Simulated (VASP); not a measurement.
# FeO (Pm-3m) in VASP: further runs

FeO is run at these levels: PBE; tasks: single point.

Everything below comes from runs of VASP 6.6.1. Logs are shortened: lines on timing, memory, paths and dates and some standing lists are left out, and cuts for length are marked.

### Step 1. The cell of the first run

Symmetry: Pm-3m, No. 221, cubic system. Conventional cell: a = 2.612 Å, b = 2.612 Å, c = 2.612 Å, α = 90.00°, β = 90.00°, γ = 90.00°. Within 3.0 Å of Fe (site symmetry m-3m) lie 8 O at 2.26 Å and 6 Fe at 2.61 Å. Within 3.0 Å of O (site symmetry m-3m) lie 8 Fe at 2.26 Å and 6 O at 2.61 Å.

### Step 2. Single point, PBE, collinear spin, ferromagnetic start

Contents of INCAR:

```
ALGO = Normal ; EDIFF = 1E-6
ENCUT = 700 ; GGA = PE
GGA_COMPAT = F ; ISIF = 2
ISMEAR = -1 ; ISPIN = 2
LASPH = T ; LCHARG = F
LMAXMIX = 4 ; LORBIT = 11
LREAL = F ; LWAVE = F
MAGMOM = -2.68 0 ; NBANDS = 22
NELM = 200 ; PREC = Accurate
SIGMA = 0.05
```

Contents of KPOINTS:

```
k-points
0
Gamma
  10 10 10
```

Contents of POSCAR:

```
FeO
1.0
    2.6124696300      0.0000000000      0.0000000000
    0.0000000000      2.6124696300      0.0000000000
    0.0000000000      0.0000000000      2.6124696300
Fe O
1 1
Direct
    0.0000000000      0.0000000000      0.0000000000
    0.5000000000      0.5000000000      0.5000000000
```

Potentials or basis: VASP PAW PBE potentials, release 64 (Fe_sv, O).

The run is started by

```console
$ cat potpaw_PBE.64/Fe_sv/POTCAR potpaw_PBE.64/O/POTCAR > POTCAR
$ mpirun -np 1 vasp_std > vasp.out
```

OUTCAR:

```text
EDIFF = 1E-6
   ENCUT = 700
   GGA = PE
   ISIF = 2
   ISMEAR = -1
   ISPIN = 2
   LASPH = T
   LORBIT = 11
   LREAL = F
   NELM = 200
   PREC = Accurate

 ion  position               nearest neighbor table
   1  0.000  0.000  0.000-
   2  0.500  0.500  0.500-

  LATTYP: Found a simple cubic cell.
 ALAT       =     2.6124696300

  Lattice vectors:

 A1 = (   2.6124696300,   0.0000000000,   0.0000000000)
 A2 = (   0.0000000000,   2.6124696300,   0.0000000000)
 A3 = (   0.0000000000,   0.0000000000,   2.6124696300)

Analysis of symmetry for initial positions (statically):
=====================================================================
 Subroutine PRICEL returns:
 Original cell was already a primitive cell.

 Routine SETGRP: Setting up the symmetry group for a
 simple cubic supercell.

 Subroutine GETGRP returns: Found 48 space group operations
 (whereof 48 operations were pure point group operations)
 out of a pool of 48 trial point group operations.

The static configuration has the point symmetry O_h .

Analysis of symmetry for dynamics (positions and initial velocities):
=====================================================================
 Subroutine PRICEL returns:
 Original cell was already a primitive cell.

 Routine SETGRP: Setting up the symmetry group for a
 simple cubic supercell.

 Subroutine GETGRP returns: Found 48 space group operations
 (whereof 48 operations were pure point group operations)
 out of a pool of 48 trial point group operations.

The dynamic configuration has the point symmetry O_h .

Analysis of structural, dynamic, and magnetic symmetry:
=====================================================================
 Subroutine PRICEL returns:
 Original cell was already a primitive cell.

 Routine SETGRP: Setting up the symmetry group for a
 simple cubic supercell.

 Subroutine GETGRP returns: Found 48 space group operations
 (whereof 48 operations were pure point group operations)
 out of a pool of 48 trial point group operations.

The overall configuration has the point symmetry O_h .

 Subroutine INISYM returns: Found 48 space group operations
 (whereof 48 operations are pure point group operations),
 and found     1 'primitive' translations
[... 103 lines left out ...]
   POTIM  = 0.5000    time-step for ionic-motion
   TEBEG  =    0.0;   TEEND  =   0.0 temperature during run
   PSTRESS=    0.0 pullay stress
   NELECT =      22.0000    total number of electrons
   NUPDOWN=      -1.0000    fix difference up-down
   EMIN   =  10.00;   EMAX   =-10.00  energy-range for DOS
   EFERMI =   0.00;   METHOD = LEGACY
   ISMEAR =    -1;   SIGMA  =   0.05  broadening in eV -4-tet -1-fermi 0-gaus
   EFERMI_NEDOS =   21; number of points for ismear=-14 and -15
   IALGO  =     38    algorithm
   IMIX   =      4    mixing-type and parameters
     AMIX     =   0.40;   BMIX     =  1.00
     AMIX_MAG =   1.60;   BMIX_MAG =  1.00
  volume/ion in A,a.u.               =       8.92        60.16
  Fermi-wavevector in a.u.,A,eV,Ry     =   1.755892  3.318155 41.948895  3.083157
  Thomas-Fermi vector in A             =   2.825549
   LORBIT       =     11    0 simple, 1 ext, 2 COOP (PROOUT), +10 PAW based schemes
   GGA     = PE    functional components
   LHFCALC =     F    Hartree Fock is set to
   AEXX    =    0.0000 exact exchange contribution
   IVDW    =     0    specifies the selected vdW correction
   LEPSILON=     F    determine dielectric tensor
   LRPA    =     F    only Hartree local field effects (RPA)
 spin polarized calculation
  energy-cutoff  :      700.00
  volume of cell :       17.83
 maximum number of plane-waves:       772
 NGX is ok and might be reduce to    24
   NGX = 11   NGY = 11   NGZ = 11

 number of electron      22.0000002 magnetization      -3.9982191

 Free energy of the ion-electron system (eV)
  ---------------------------------------------------
  ext. energy  EPLUGINS =         0.00000000
  ---------------------------------------------------
  free energy    TOTEN  =       -14.46669614 eV

  energy without entropy =      -14.46480082  energy(sigma->0) =      -14.46574848

 E-fermi :  10.6884     XC(G=0): -13.3410

 val. band max:       10.6705202959   @ k =   0.2000   0.2000   0.0000
 cond. band min:      10.7775806195   @ k =   0.5000   0.3000   0.3000
 fundamental gap:      0.1070603237
 Fermi energy:        10.6883875924

 spin component 1

 k-point     1 :       0.0000    0.0000    0.0000
  band No.  band energies     occupation
      1     -74.7544      1.00000
      2     -40.8112      1.00000
      3     -40.8112      1.00000
      4     -40.8112      1.00000
      5      -9.2568      1.00000
      6       8.4267      1.00000
[... 589 lines left out ...]
     21      38.1144      0.00000
     22      40.9665      0.00000

 [... further k-points ...]

 spin component 2

 k-point     1 :       0.0000    0.0000    0.0000
  band No.  band energies     occupation
      1     -78.8649      1.00000
      2     -44.8356      1.00000
      3     -44.8356      1.00000
      4     -44.8356      1.00000
      5      -9.8734      1.00000
      6       6.0682      1.00000
[... 589 lines left out ...]
     21      37.2520      0.00000
     22      40.1005      0.00000

 [... further k-points ...]
[... 5 lines left out ...]
  --------------------------------------------------------------------------------------
  -------------------------------------------------------------------------------------
  Total        0.8947939      0.8947939      0.8947939     -0.0000000     -0.0000000     -0.0000000
  in kB       80.4044020     80.4044020     80.4044020     -0.0000000     -0.0000000     -0.0000000
  external PRESSURE =      80.4044020 kB  Pullay stress =       0.0000000 kB

 VOLUME and BASIS-vectors are now :
 -----------------------------------------------------------------------------
  energy-cutoff  :      700.00
  volume of cell :       17.83
      direct lattice vectors                 reciprocal lattice vectors
     2.612469630  0.000000000  0.000000000     0.382779569  0.000000000  0.000000000
     0.000000000  2.612469630  0.000000000     0.000000000  0.382779569  0.000000000
     0.000000000  0.000000000  2.612469630     0.000000000  0.000000000  0.382779569

 POSITION                                       TOTAL-FORCE (eV/Angst)
 -----------------------------------------------------------------------------------
      0.00000      0.00000      0.00000         0.000000      0.000000      0.000000
      1.30623      1.30623      1.30623         0.000000      0.000000      0.000000
 -----------------------------------------------------------------------------------
    total drift:                               -0.000000      0.000000     -0.000000

  FREE ENERGIE OF THE ION-ELECTRON SYSTEM (eV)
  ---------------------------------------------------
  free  energy   TOTEN  =       -14.4666961376 eV

  energy  without entropy=      -14.4648008153  energy(sigma->0) =      -14.46574848

 total charge

# of ion       s       p       d       tot
------------------------------------------
    1        2.109   6.002   5.532  13.644
    2        1.565   3.412   0.000   4.977
--------------------------------------------------
tot          3.675   9.414   5.532  18.621

 magnetization (x)

# of ion       s       p       d       tot
------------------------------------------
    1       -0.008  -0.010  -3.393  -3.411
    2       -0.029  -0.339   0.000  -0.368
--------------------------------------------------
tot         -0.037  -0.349  -3.393  -3.779
```

Wall time 46 s (1 thread of AMD EPYC 7R13 (Zen 3), shared host); peak memory 0.15 GiB.

What came out:

```yaml
Free_energy: -14.4667 eV
Pressure: 8.0 GPa
Band_gap_on_the_k_mesh: zero (filled and empty bands overlap)
Net_moment: -4.00 μB per cell
Site_moments: Fe -3.41; O -0.37 μB
Valence_electrons_inside_the_program's_atomic_spheres: Fe 13.64; O 4.98
```

Caveat: the cell stands under pressure; a cell with one magnetic atom can't hold antiferromagnetic order, which such compounds often take; semilocal functionals often make such compounds metallic where correlation or magnetic order opens a gap, which also shifts bond lengths. With open d or f shells a metallic result of PBE can be an artefact of self-interaction; +U or a hybrid may open a gap.

### Step 3. Single point, PBE, collinear spin, ferromagnetic start

This run uses another cell than the first one, of 9.09 Å³/atom.

Contents of INCAR:

```
ALGO = Normal
EDIFF = 1E-6
ENCUT = 600
GGA = PE
GGA_COMPAT = F
ISIF = 2
ISMEAR = -1
ISPIN = 2
LASPH = T
LCHARG = T
LELF = T
LMAXMIX = 4
LORBIT = 11
LREAL = F
LVHAR = T
LWAVE = F
MAGMOM = 3 0
NBANDS = 22
NELM = 200
PREC = Accurate
SIGMA = 0.05
```

KPOINTS is that of step 2.

Contents of POSCAR:

```
FeO
1.0
    2.6297712576      0.0000000000      0.0000000000
    0.0000000000      2.6297712576      0.0000000000
    0.0000000000      0.0000000000      2.6297712576
Fe O
1 1
Direct
    0.0000000000      0.0000000000      0.0000000000
    0.5000000000      0.5000000000      0.5000000000
```

Potentials or basis: VASP PAW PBE potentials, release 64 (Fe_sv, O).

The run is started by

```console
$ cat potpaw_PBE.64/Fe_sv/POTCAR potpaw_PBE.64/O/POTCAR > POTCAR
$ mpirun -np 1 vasp_std > vasp.out
```

It took 25 s on 1 thread of Intel Xeon Platinum 8488C (Sapphire Rapids), shared host; peak memory 0.17 GiB.

It converged, with:

- Free energy: -14.4770 eV
- Pressure: 2.1 GPa
- Band gap on the k mesh: zero (filled and empty bands overlap)
- Net moment: 4.00 μB per cell
- Site moments: Fe +3.41; O +0.36 μB
- Valence electrons inside the program's atomic spheres: Fe 13.63; O 4.97

Levels at points of the mesh, in eV from the Fermi level:
Spin up:
```tsv
k point	band 10	band 11	band 12	band 13	band 14	band 15	band 16	band 17
(0.00, 0.00, 0.00)	-2.89	-2.55	-2.55	-2.55	0.54	15.15	15.15	19.69
(0.50, 0.00, 0.00)	-2.47	-1.57	-0.29	-0.29	5.85	8.04	15.65	17.31
(0.50, 0.50, 0.00)	-3.19	-3.19	-1.98	-1.53	5.82	10.89	10.89	16.31
(0.50, 0.50, 0.50)	-1.49	-0.24	-0.24	-0.24	6.51	6.51	6.51	15.05
```
Spin down:
```
           k point  band 5  band 6  band 7  band 8  band 9  band 10  band 11  band 12  band 13  band 14
(0.00, 0.00, 0.00)  -19.78   -2.21   -2.21   -2.21   -2.07    -2.07     1.56     1.61     1.61     1.61
(0.50, 0.00, 0.00)  -18.48   -8.08   -2.89   -2.89   -1.55     1.33     1.73     2.57     2.57     6.60
(0.50, 0.50, 0.00)  -17.83   -5.78   -5.78   -1.64   -1.29     0.39     0.74     0.74     1.71     7.58
(0.50, 0.50, 0.50)  -16.86   -6.20   -6.20   -6.20    1.76     1.76     2.96     2.96     2.96     7.25
```

Caveat: a cell with one magnetic atom can't hold antiferromagnetic order, which such compounds often take; semilocal functionals often make such compounds metallic where correlation or magnetic order opens a gap, which also shifts bond lengths. With open d or f shells a metallic result of PBE can be an artefact of self-interaction; +U or a hybrid may open a gap.

The gap in the log of VASP goes by the Fermi energy; the results here count the filled bands.